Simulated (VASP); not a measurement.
Crystal: Al.

```
Al
1.0
     2.81246    0.00000    0.00000
    -1.40623    2.43566    0.00000
     0.00000    0.00000    4.86685
Al
2
Direct
  0.33333 0.66667 0.25000
  0.66667 0.33333 0.75000
```

This isn't the form of Al at room conditions, which is fcc.

Program: VASP 6.6.1. Alike in all runs: task single point; potentials or basis VASP PAW PBE potentials, release 64 (Al); no spin polarisation; cell as given; k mesh 6 × 6 × 3; cutoff (eV) 520; smearing fermi-dirac 0.05 eV.

Problem. Order these runs on this cell by their pressure, lowest first.
A. level HSE06; grid for exact exchange (PRECFOCK) Normal; share of exact exchange 0.25; screening parameter 0.2079 1/Å
B. level r2SCAN
C. level HF; grid for exact exchange (PRECFOCK) Normal; share of exact exchange 1

Solution. B (-1.3 GPa), A (1.3 GPa), C (14.7 GPa).

Caveats: all runs use coarse meshes; the PAW data sets were made with another functional, which shifts forces and pressure a little.
